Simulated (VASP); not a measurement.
# Mg (I4/mmm) in VASP: a series of runs, part 2 of 2

VASP 6.6.1. The steps go on from the part before.

**3. Electric field gradients, PBEsol (volume scaled by 1.025)**

INCAR reads:

```
PREC     = Accurate       # precision mode
ENCUT    = 520            # plane-wave cutoff, eV
EDIFF    = 1E-8           # SCF threshold, eV
ISMEAR   = -1             # smearing method
SIGMA    = 0.05           # smearing width, eV
LREAL    = F              # projectors in reciprocal space
LASPH    = T              # aspherical terms in the spheres
NELM     = 60             # most SCF steps
ALGO     = Normal         # electronic algorithm
ISIF     = 2              # what is computed and relaxed
LWAVE    = F              # write WAVECAR
LCHARG   = F              # write CHGCAR
GGA      = PS             # functional
LEFG     = T            
NBANDS   = 7              # bands
```

KPOINTS reads:

```
regular mesh
0
Gamma
  15 15 15
```

POSCAR reads:

```
Mg
1.0
   -1.8511658027      1.8511658027      1.6932840215
    1.8511658027     -1.8511658027      1.6932840215
    1.8511658027      1.8511658027     -1.6932840215
Mg
1
Direct
    0.0000000000      0.0000000000      0.0000000000
```

Potentials or basis: VASP PAW PBE potentials, release 64 (Mg).

Launch:

```
> cat potpaw_PBE.64/Mg/POTCAR > POTCAR
> mpirun -np 1 vasp_std > vasp.out
```

OUTCAR:

```text
PREC = Accurate
   ENCUT = 520
   EDIFF = 1E-8
   ISMEAR = -1
   LREAL = F
   LASPH = T
   NELM = 60
   ISIF = 2
   GGA = PS

 ion  position               nearest neighbor table
   1  0.000  0.000  0.000-

  LATTYP: Found a body centered tetragonal cell.
 ALAT       =     3.7023316054
 C/A-ratio  =     0.9147122419

  Lattice vectors:

 A1 = (  -1.8511658027,   1.8511658027,   1.6932840215)
 A2 = (   1.8511658027,  -1.8511658027,   1.6932840215)
 A3 = (   1.8511658027,   1.8511658027,  -1.6932840215)

Analysis of symmetry for initial positions (statically):
=====================================================================
 Subroutine PRICEL returns:
 Original cell was already a primitive cell.

 Routine SETGRP: Setting up the symmetry group for a
 body centered tetragonal supercell.

 Subroutine GETGRP returns: Found 16 space group operations
 (whereof 16 operations were pure point group operations)
 out of a pool of 16 trial point group operations.

The static configuration has the point symmetry D_4h.

Analysis of symmetry for dynamics (positions and initial velocities):
=====================================================================
 Subroutine PRICEL returns:
 Original cell was already a primitive cell.

 Routine SETGRP: Setting up the symmetry group for a
 body centered tetragonal supercell.

 Subroutine GETGRP returns: Found 16 space group operations
 (whereof 16 operations were pure point group operations)
 out of a pool of 16 trial point group operations.

The dynamic configuration has the point symmetry D_4h.

 Subroutine INISYM returns: Found 16 space group operations
 (whereof 16 operations are pure point group operations),
[... 151 lines left out ...]
      2      14.3504      0.00000
      3      16.1712      0.00000
      4      16.1712      0.00000
      5      16.5108      0.00000
      6      16.6369      0.00000
      7      16.6369      0.00000
[... 221 lines left out ...]
 k-point    24 :       0.2000    0.1333    0.0000
  band No.  band energies     occupation
      1      -2.2678      2.00000
      2       8.0463      0.00000
      3       9.4163      0.00000
      4      11.5847      0.00000
      5      14.9736      0.00000
      6      16.0221      0.00000
      7      17.7516      0.00000

 [... further k-points ...]

------------------------ aborting loop because EDIFF is reached ----------------------------------------

  FORCE on cell =-STRESS in cart. coord.  units (eV):
  Direction    XX          YY          ZZ          XY          YZ          ZX
  --------------------------------------------------------------------------------------
  -------------------------------------------------------------------------------------
  Total       -0.1653713     -0.1653713     -0.1255749      0.0000000      0.0000000      0.0000000
  in kB      -11.4153778    -11.4153778     -8.6682837      0.0000000      0.0000000      0.0000000
  external PRESSURE =     -10.4996798 kB  Pullay stress =       0.0000000 kB

 VOLUME and BASIS-vectors are now :
 -----------------------------------------------------------------------------
  energy-cutoff  :      520.00
  volume of cell :       23.21
      direct lattice vectors                 reciprocal lattice vectors
    -1.851165803  1.851165803  1.693284022     0.000000000  0.270100063  0.295284190
     1.851165803 -1.851165803  1.693284022     0.270100063  0.000000000  0.295284190
     1.851165803  1.851165803 -1.693284022     0.270100063  0.270100063  0.000000000

 POSITION                                       TOTAL-FORCE (eV/Angst)
 -----------------------------------------------------------------------------------
      0.00000      0.00000      0.00000         0.000000      0.000000      0.000000
 -----------------------------------------------------------------------------------
    total drift:                                0.000000     -0.000000     -0.000000

  FREE ENERGIE OF THE ION-ELECTRON SYSTEM (eV)
  ---------------------------------------------------
  free  energy   TOTEN  =        -1.6909941410 eV

  energy  without entropy=       -1.6862483851  energy(sigma->0) =       -1.68862126

 Electric field gradients (V/A^2)
---------------------------------------------------------------------
 ion       V_xx      V_yy      V_zz      V_xy      V_xz      V_yz
---------------------------------------------------------------------
   1       1.096     1.096    -2.191    -0.000    -0.000    -0.000
---------------------------------------------------------------------

 Electric field gradients after diagonalization (V/A^2)
 (convention: |V_zz| > |V_xx| > |V_yy|)
----------------------------------------------------------------------
 ion       V_xx      V_yy      V_zz     asymmetry (V_yy - V_xx)/ V_zz
----------------------------------------------------------------------
   1       1.096     1.096    -2.191       0.000
----------------------------------------------------------------------

           NMR quadrupolar parameters

 Cq : quadrupolar parameter    Cq=e*Q*V_zz/h
 eta: asymmetry parameters     (V_yy - V_xx)/ V_zz
 Q  : nuclear electric quadrupole moment in mb (millibarn)
----------------------------------------------------------------------
 ion       Cq(MHz)       eta       Q (mb)
----------------------------------------------------------------------
   1      -0.005       0.000       1.000
----------------------------------------------------------------------
```

OSZICAR:

```text
N       E                     dE             d eps       ncg     rms          rms(c)
DAV:   1    -0.103066956126E+01   -0.10307E+01   -0.75492E+02  4319   0.192E+02
DAV:   2    -0.169977768671E+01   -0.66911E+00   -0.64638E+00  5327   0.110E+01
DAV:   3    -0.170235822440E+01   -0.25805E-02   -0.25790E-02  5096   0.792E-01
DAV:   4    -0.170236282009E+01   -0.45957E-05   -0.45957E-05  5600   0.256E-02
DAV:   5    -0.170236284001E+01   -0.19919E-07   -0.20159E-07  5187   0.119E-03    0.682E-01
DAV:   6    -0.169635537199E+01    0.60075E-02   -0.39179E-04  4557   0.108E-01    0.434E-01
DAV:   7    -0.169098940728E+01    0.53660E-02   -0.16852E-03  4319   0.200E-01    0.234E-02
DAV:   8    -0.169099424703E+01   -0.48397E-05   -0.12485E-05  5901   0.208E-02    0.528E-03
DAV:   9    -0.169099425745E+01   -0.10425E-07   -0.53728E-07  4529   0.274E-03    0.434E-04
DAV:  10    -0.169099418736E+01    0.70092E-07   -0.39378E-09  5733   0.330E-04    0.175E-04
DAV:  11    -0.169099414076E+01    0.46599E-07   -0.25404E-10  2814   0.979E-05    0.915E-06
DAV:  12    -0.169099414104E+01   -0.28106E-09   -0.69500E-12  2317   0.149E-05
   1 F= -.16909941E+01 E0= -.16886213E+01  d E =-.474576E-02
```

It took 13 s on 1 thread of Intel Xeon 6975P-C (Granite Rapids), shared host; peak memory 0.17 GiB.

What came out:

```
Free energy            : -1.6910 eV
Pressure               : -1.0 GPa
Band gap on the k mesh : zero (band 1 reaches 5.76 eV, above the bottom of band 2 at 1.31 eV)
```

Electric field gradients, principal values (V/Å²):
| atom | least | middle | greatest (by size) |
| --- | --- | --- | --- |
| 1 Mg | 1.096 | 1.096 | -2.191 |

Caveat: without QUAD_EFG the Cq values of the log hold for a quadrupole moment of 1 mb, not for the nuclei; the PAW data sets were made with another functional, which shifts forces and pressure a little.
